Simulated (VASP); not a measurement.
# SiNi2 (P6_3/mmc) in VASP: single point with PBE

Aim: the single point of SiNi2 with PBE.

All numbers are computed with VASP 6.6.1; they aren't measurements. Logs are shortened: lines on timing, memory, paths and dates and some standing lists are left out, and cuts for length are marked.

### Step 1. The cell of the first run

The structure is hexagonal, space group P6_3/mmc (No. 194). The conventional cell has a = 3.805 Å, b = 3.805 Å, c = 4.890 Å, α = 90.00°, β = 90.00°, γ = 120.00°. Within 2.9 Å of Si (site symmetry -6m2) lie 11 Ni at 2.20 to 2.51 Å. Within 3.2 Å of Ni (site symmetry -3m) lie 8 Ni at 2.44 to 2.51 Å and 6 Si at 2.51 Å. Ni (site symmetry -6m2) has 5 Si at 2.20 to 2.45 Å and 6 Ni at 2.51 Å within 2.9 Å.

### Step 2. Single point, PBE, collinear spin, ferromagnetic start

Input file INCAR:

```
PREC     = Accurate       # precision mode
ENCUT    = 520            # plane-wave cutoff, eV
EDIFF    = 1E-6           # SCF threshold, eV
ISMEAR   = -1             # smearing method
SIGMA    = 0.05           # smearing width, eV
LREAL    = F              # projectors in reciprocal space
LASPH    = T              # aspherical terms in the spheres
NELM     = 150            # most SCF steps
ALGO     = Normal         # electronic algorithm
ISIF     = 2              # what is computed and relaxed
LWAVE    = F              # write WAVECAR
LCHARG   = F              # write CHGCAR
ISPIN    = 2              # spin polarisation
MAGMOM   = 0 0 1.5 1.5 1.5 1.5 # initial moments
LORBIT   = 11             # projections on sites
LMAXMIX  = 4              # l up to which the mixer works
GGA      = PE             # functional
NBANDS   = 37             # bands
```

Input file KPOINTS:

```
regular mesh
0
Gamma
  14 14 10
```

Input file POSCAR:

```
SiNi2
1.0
    3.8050014457      0.0000000000      0.0000000000
   -1.9025007228      3.2952279134      0.0000000000
    0.0000000000      0.0000000000      4.8900000000
Si Ni
2 4
Direct
    0.3333333333      0.6666666667      0.7500000000
    0.6666666667      0.3333333333      0.2500000000
    0.0000000000      0.0000000000      0.0000000000
    0.0000000000      0.0000000000      0.5000000000
    0.3333333333      0.6666666667      0.2500000000
    0.6666666667      0.3333333333      0.7500000000
```

Potentials or basis: VASP PAW PBE potentials, release 64 (Si, Ni).

On the command line:

```console
$ cat potpaw_PBE.64/Si/POTCAR potpaw_PBE.64/Ni/POTCAR > POTCAR
$ mpirun -np 1 vasp_std > vasp.out
```

OUTCAR:

```text
PREC = Accurate
   ENCUT = 520
   EDIFF = 1E-6
   ISMEAR = -1
   LREAL = F
   LASPH = T
   NELM = 150
   ISIF = 2
   ISPIN = 2
   LORBIT = 11
   GGA = PE

 ion  position               nearest neighbor table
   1  0.333  0.667  0.750-   6 2.20   6 2.20   6 2.20   5 2.44   5 2.44   3 2.51   4 2.51   4 2.51
                             3 2.51   4 2.51   3 2.51
   2  0.667  0.333  0.250-   5 2.20   5 2.20   5 2.20   6 2.44   6 2.44   3 2.51   4 2.51   3 2.51
                             4 2.51   3 2.51   4 2.51
   3  0.000  0.000  0.000-   4 2.44   4 2.44   1 2.51   5 2.51   6 2.51   2 2.51   1 2.51   5 2.51
                             2 2.51   6 2.51   2 2.51   6 2.51   1 2.51   5 2.51
   4  0.000  0.000  0.500-   3 2.44   3 2.44   1 2.51   5 2.51   6 2.51   2 2.51   1 2.51   5 2.51
                             2 2.51   6 2.51   2 2.51   6 2.51   1 2.51   5 2.51
   5  0.333  0.667  0.250-   2 2.20   2 2.20   2 2.20   1 2.44   1 2.44   3 2.51   4 2.51   4 2.51
                             3 2.51   4 2.51   3 2.51
   6  0.667  0.333  0.750-   1 2.20   1 2.20   1 2.20   2 2.44   2 2.44   3 2.51   4 2.51   3 2.51
                             4 2.51   3 2.51   4 2.51

  LATTYP: Found a hexagonal cell.
 ALAT       =     3.8050014457
 C/A-ratio  =     1.2851506287

  Lattice vectors:

 A1 = (   3.8050014457,   0.0000000000,   0.0000000000)
 A2 = (  -1.9025007228,   3.2952279134,   0.0000000000)
 A3 = (   0.0000000000,   0.0000000000,   4.8900000000)

Analysis of symmetry for initial positions (statically):
=====================================================================
 Subroutine PRICEL returns:
 Original cell was already a primitive cell.

 Routine SETGRP: Setting up the symmetry group for a
 hexagonal supercell.

 Subroutine GETGRP returns: Found 24 space group operations
 (whereof 12 operations were pure point group operations)
 out of a pool of 24 trial point group operations.

The static configuration has the point symmetry D_3d.
 The point group associated with its full space group is D_6h.

Analysis of symmetry for dynamics (positions and initial velocities):
=====================================================================
 Subroutine PRICEL returns:
 Original cell was already a primitive cell.

 Routine SETGRP: Setting up the symmetry group for a
 hexagonal supercell.

 Subroutine GETGRP returns: Found 24 space group operations
 (whereof 12 operations were pure point group operations)
 out of a pool of 24 trial point group operations.

The dynamic configuration has the point symmetry D_3d.
 The point group associated with its full space group is D_6h.

Analysis of structural, dynamic, and magnetic symmetry:
=====================================================================
 Subroutine PRICEL returns:
 Original cell was already a primitive cell.

 Routine SETGRP: Setting up the symmetry group for a
 hexagonal supercell.

 Subroutine GETGRP returns: Found 24 space group operations
 (whereof 12 operations were pure point group operations)
 out of a pool of 24 trial point group operations.

The overall configuration has the point symmetry D_3d.
 The point group associated with its full space group is D_6h.

 Subroutine INISYM returns: Found 24 space group operations
 (whereof 12 operations are pure point group operations),
 and found     1 'primitive' translations

----------------------------------------------------------------------------------------

                                     Primitive cell

  volume of cell :      61.3125

  direct lattice vectors                    reciprocal lattice vectors
     3.805001446  0.000000000  0.000000000     0.262811990  0.151734573  0.000000000
    -1.902500723  3.295227913  0.000000000     0.000000000  0.303469146  0.000000000
     0.000000000  0.000000000  4.890000000     0.000000000  0.000000000  0.204498978

  length of vectors
     3.805001446  3.805001446  4.890000000     0.303469146  0.303469146  0.204498978

  position of ions in fractional coordinates (direct lattice)
     0.333333333  0.666666667  0.750000000
     0.666666667  0.333333333  0.250000000
     0.000000000  0.000000000  0.000000000
     0.000000000  0.000000000  0.500000000
     0.333333333  0.666666667  0.250000000
     0.666666667  0.333333333  0.750000000

  ion indices of the primitive-cell ions
   primitive index   ion index
                 1           1
                 2           2
                 3           3
                 4           4
                 5           5
                 6           6

----------------------------------------------------------------------------------------

 KPOINTS: regular mesh

Automatic generation of k-mesh.
 Grid dimensions read from file:
 generate k-points for:   14   14   10

 Generating k-lattice:

  Cartesian coordinates                     Fractional coordinates (reciprocal lattice)
     0.018772285  0.010838184  0.000000000     0.071428571  0.000000000  0.000000000
     0.000000000  0.021676368  0.000000000     0.000000000  0.071428571  0.000000000
     0.000000000  0.000000000  0.020449898     0.000000000  0.000000000  0.100000000

  Length of vectors
     0.021676368  0.021676368  0.020449898

  Shift w.r.t. Gamma in fractional coordinates (k-lattice)
     0.000000000  0.000000000  0.000000000

 Subroutine IBZKPT returns following result:
 ===========================================

 Found    144 irreducible k-points:

 Following reciprocal coordinates:
            Coordinates               Weight
  0.000000  0.000000  0.000000      1.000000
  0.071429  0.000000  0.000000      6.000000
  0.142857  0.000000  0.000000      6.000000
  0.214286  0.000000  0.000000      6.000000
  0.285714  0.000000  0.000000      6.000000
  0.357143  0.000000  0.000000      6.000000
[... 16 lines left out ...]
  0.285714  0.285714  0.000000      6.000000
  0.357143  0.285714  0.000000      6.000000
 [... further k-points ...]
   k-points           NKPTS =    144   k-points in BZ     NKDIM =    144   number of bands    NBANDS=     37
   number of dos      NEDOS =    301   number of ions     NIONS =      6
   total plane-waves  NPLWV =  28224
   dimension x,y,z NGX =    28 NGY =   28 NGZ =   36
   dimension x,y,z NGXF=    56 NGYF=   56 NGZF=   72
   ions per type =               2   4
   NGX,Y,Z   is equivalent  to a cutoff of  12.23, 12.23, 12.24 a.u.
   NGXF,Y,Z  is equivalent  to a cutoff of  24.47, 24.47, 24.48 a.u.
 SYSTEM =  unknown system
   PREC   = accura    normal or accurate (medium, high low for compatibility)
   ISTART =      0    job   : 0-new  1-cont  2-samecut
   ICHARG =      2    charge: 1-file 2-atom 10-const
   ISPIN  =      2    spin polarized calculation?
   LNONCOLLINEAR =      F non collinear calculations
   LSORBIT =      F    spin-orbit coupling
   LASPH  =      T    aspherical Exc in radial PAW
   ENCUT  =  520.0 eV  38.22 Ry    6.18 a.u.   7.07  7.07  9.09*2*pi/ulx,y,z
   NELM   =    150;   NELMIN=  2; NELMDL= -5     # of ELM steps
   EDIFF  = 0.1E-05   stopping-criterion for ELM
   LREAL  =      F    real-space projection
[... 7 lines left out ...]
   TEBEG  =    0.0;   TEEND  =   0.0 temperature during run
   PSTRESS=    0.0 pullay stress
   NELECT =      48.0000    total number of electrons
   NUPDOWN=      -1.0000    fix difference up-down
   EMIN   =  10.00;   EMAX   =-10.00  energy-range for DOS
   EFERMI =   0.00;   METHOD = LEGACY
   ISMEAR =    -1;   SIGMA  =   0.05  broadening in eV -4-tet -1-fermi 0-gaus
   EFERMI_NEDOS =   21; number of points for ismear=-14 and -15
   IALGO  =     38    algorithm
   IMIX   =      4    mixing-type and parameters
     AMIX     =   0.40;   BMIX     =  1.00
     AMIX_MAG =   1.60;   BMIX_MAG =  1.00
  volume/ion in A,a.u.               =      10.22        68.96
  Fermi-wavevector in a.u.,A,eV,Ry     =   1.508825  2.851266 30.974381  2.276553
  Thomas-Fermi vector in A             =   2.619228
   LORBIT       =     11    0 simple, 1 ext, 2 COOP (PROOUT), +10 PAW based schemes
   GGA     = PE    functional components
   LHFCALC =     F    Hartree Fock is set to
   AEXX    =    0.0000 exact exchange contribution
   IVDW    =     0    specifies the selected vdW correction
   LEPSILON=     F    determine dielectric tensor
   LRPA    =     F    only Hartree local field effects (RPA)
 spin polarized calculation
  energy-cutoff  :      520.00
  volume of cell :       61.31
 maximum number of plane-waves:      1669
   NGX = 15   NGY = 15   NGZ = 19

 number of electron      48.0000008 magnetization      -0.0550256

 number of electron      48.0000008 magnetization       0.0010947

 Free energy of the ion-electron system (eV)
  ---------------------------------------------------
  ext. energy  EPLUGINS =         0.00000000
  ---------------------------------------------------
  free energy    TOTEN  =       -35.50815074 eV

  energy without entropy =      -35.48052848  energy(sigma->0) =      -35.49433961

 E-fermi :  12.1450     XC(G=0): -13.2946

 val. band max:       12.1422711517   @ k =   0.2143   0.0000   0.2000
 cond. band min:      12.1550279768   @ k =   0.1429   0.1429   0.1000
 fundamental gap:      0.0127568251
 Fermi energy:        12.1450216266

 spin component 1

 k-point     1 :       0.0000    0.0000    0.0000
  band No.  band energies     occupation
      1      -0.9710      1.00000
      2       3.6164      1.00000
      3       5.2810      1.00000
      4       6.6953      1.00000
      5       6.6953      1.00000
      6       7.9181      1.00000
[... 28 lines left out ...]
     35      21.7193      0.00000
     36      21.7194      0.00000
[... 866 lines left out ...]
      6       7.4461      1.00000
[... 28 lines left out ...]
     35      23.3854      0.00000
     36      24.9293      0.00000

 [... further k-points ...]

 spin component 2

 k-point     1 :       0.0000    0.0000    0.0000
  band No.  band energies     occupation
      1      -0.9709      1.00000
      2       3.6165      1.00000
      3       5.2811      1.00000
      4       6.6954      1.00000
      5       6.6954      1.00000
      6       7.9181      1.00000
[... 28 lines left out ...]
     35      21.7195      0.00000
     36      21.7195      0.00000
[... 866 lines left out ...]
      6       7.4462      1.00000
[... 28 lines left out ...]
     35      23.3855      0.00000
     36      24.9293      0.00000

 [... further k-points ...]

 [bands above 36 left out]

------------------------ aborting loop because EDIFF is reached ----------------------------------------

  FORCE on cell =-STRESS in cart. coord.  units (eV):
  Direction    XX          YY          ZZ          XY          YZ          ZX
  --------------------------------------------------------------------------------------
  -------------------------------------------------------------------------------------
  Total        7.8777254      7.8777254      5.7397317      0.0000000     -0.0000000      0.0000000
  in kB      205.8554071    205.8554071    149.9867981      0.0000000     -0.0000000      0.0000000
  external PRESSURE =     187.2325374 kB  Pullay stress =       0.0000000 kB

 VOLUME and BASIS-vectors are now :
 -----------------------------------------------------------------------------
  energy-cutoff  :      520.00
  volume of cell :       61.31
      direct lattice vectors                 reciprocal lattice vectors
     3.805001446  0.000000000  0.000000000     0.262811990  0.151734573  0.000000000
    -1.902500723  3.295227913  0.000000000     0.000000000  0.303469146  0.000000000
     0.000000000  0.000000000  4.890000000     0.000000000  0.000000000  0.204498978

 POSITION                                       TOTAL-FORCE (eV/Angst)
 -----------------------------------------------------------------------------------
     -0.00000      2.19682      3.66750        -0.000000      0.000000      0.000000
      1.90250      1.09841      1.22250         0.000000     -0.000000      0.000000
      0.00000      0.00000      0.00000         0.000000     -0.000000      0.000000
      0.00000      0.00000      2.44500         0.000000     -0.000000      0.000000
     -0.00000      2.19682      1.22250        -0.000000     -0.000000      0.000000
      1.90250      1.09841      3.66750         0.000000     -0.000000      0.000000
 -----------------------------------------------------------------------------------
    total drift:                               -0.000000      0.000000      0.000000

  FREE ENERGIE OF THE ION-ELECTRON SYSTEM (eV)
  ---------------------------------------------------
  free  energy   TOTEN  =       -35.5081507381 eV

  energy  without entropy=      -35.4805284772  energy(sigma->0) =      -35.49433961

 total charge

# of ion       s       p       d       tot
------------------------------------------
    1        0.726   0.916   0.000   1.642
    2        0.726   0.916   0.000   1.642
    3        0.458   0.605   8.468   9.531
    4        0.458   0.605   8.468   9.531
    5        0.543   0.687   8.563   9.794
    6        0.543   0.687   8.563   9.794
--------------------------------------------------
tot          3.455   4.417  34.063  41.934

 magnetization (x)

# of ion       s       p       d       tot
------------------------------------------
    1        0.000   0.000   0.000   0.000
    2        0.000   0.000   0.000   0.000
    3        0.000   0.000   0.000   0.000
    4        0.000   0.000   0.000   0.000
    5       -0.000  -0.000   0.000   0.000
    6       -0.000  -0.000   0.000   0.000
--------------------------------------------------
tot         -0.000   0.000   0.000   0.000
```

Wall time 14 min (1 thread of Oxide Virtual Turin-like, shared host); peak memory 0.48 GiB.

Results:

```yaml
Free_energy: -35.5082 eV
Pressure: 18.7 GPa
Band_gap_on_the_k_mesh: zero (filled and empty bands overlap)
Net_moment: 0.00 μB per cell
Valence_electrons_inside_the_program's_atomic_spheres: Si 1.64; Ni 9.53, 9.79 (each value once)
```

Levels at points of the mesh, in eV from the Fermi level:
Spin up:
| k point | band 22 | band 23 | band 24 | band 25 | band 26 | band 27 |
| --- | --- | --- | --- | --- | --- | --- |
| (0.00, 0.00, 0.00) | -0.67 | 0.11 | 2.89 | 2.89 | 3.05 | 3.06 |
| (0.50, 0.00, 0.00) | -1.29 | -1.09 | -0.74 | -0.61 | 1.33 | 1.95 |
| (0.00, 0.00, 0.50) | -1.34 | 2.40 | 2.40 | 3.49 | 3.49 | 3.49 |
| (0.50, 0.00, 0.50) | -1.35 | -0.98 | -0.98 | 1.02 | 1.02 | 3.18 |
Spin down:
| k point | band 20 | band 21 | band 22 | band 23 | band 24 | band 25 | band 26 | band 27 | band 28 | band 29 |
| --- | --- | --- | --- | --- | --- | --- | --- | --- | --- | --- |
| (0.00, 0.00, 0.00) | -1.33 | -0.67 | -0.67 | 0.11 | 2.89 | 2.89 | 3.05 | 3.06 | 3.06 | 3.44 |
| (0.50, 0.00, 0.00) | -1.61 | -1.48 | -1.29 | -1.09 | -0.73 | -0.61 | 1.33 | 1.95 | 3.24 | 3.92 |
| (0.00, 0.00, 0.50) | -1.34 | -1.34 | -1.34 | 2.40 | 2.40 | 3.49 | 3.49 | 3.49 | 3.49 | 4.34 |
| (0.50, 0.00, 0.50) | -1.83 | -1.35 | -1.35 | -0.98 | -0.98 | 1.02 | 1.02 | 3.18 | 3.18 | 5.83 |

Caveat: the stress differs along the axes, from 15 to 21 GPa; the moments typed at the start vanished in this run.
